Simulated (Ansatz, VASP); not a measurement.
**Two plane-wave programs on Cd**

INCAR

```
PREC = Accurate
ENCUT = 520
EDIFF = 1E-7
ISMEAR = 0
SIGMA = 0.15
LREAL = F
LASPH = T
NELM = 100
ALGO = Normal
ISIF = 2
LWAVE = F
LCHARG = T
GGA = PE
LELF = T
LVHAR = T
NBANDS = 12
```

File KPOINTS:

```
regular mesh
0
Gamma
  18 18 18
```

File POSCAR:

```
Cd
1.0
    0.0000000000      2.3683813218      1.8786000644
    2.3683813218      0.0000000000      1.8786000644
    2.3683813218      2.3683813218      0.0000000000
Cd
1
Direct
    0.0000000000      0.0000000000      0.0000000000
```

Input for Ansatz:

```yaml
crystal:
  lattice:
    - [0.0, 2.3683813218, 1.8786000644]
    - [2.3683813218, 0.0, 1.8786000644]
    - [2.3683813218, 2.3683813218, 0.0]
  atoms:
    - { symbol: Cd, position: [0.0, 0.0, 0.0] }
basis:
  ecutwfc: 420
kpoints:
  mp_grid: { grid: [18, 18, 18] }
hamiltonian:
  xc: pbe
scf:
  occupations: { method: gaussian, width: 0.15 }
output:
  forces: true
  stress: true
  eigenvalues: true
```

Alike in both runs: task single point; functional PBE; k mesh 18 × 18 × 18; occupations gaussian, width 0.15 eV; no spin polarisation.

```csv
,VASP,Ansatz
version,VASP 6.6.1,Ansatz 0.2.0
potentials or method,"VASP PAW PBE potentials, release 64 (Cd), cutoff 520 eV","scalar-relativistic, plane waves, PAW"
valence electrons in the cell,12,20
```

|  | VASP | Ansatz | Ansatz less VASP |
| --- | --- | --- | --- |
| gap on the k mesh at the Fermi level (eV) | none | none | - |
| pressure (GPa) | 5.3 | 5.0 | -0.34 |
| traceless stress, the component that is largest in VASP (GPa) | 1.98 | 1.99 | +0.005 |

A gap of «none» marks a metal or a gap that the smearing closes. VASP's potentials hold 12 valence electrons a cell and Ansatz's 20, so a difference there can come from the potentials and not from the codes.
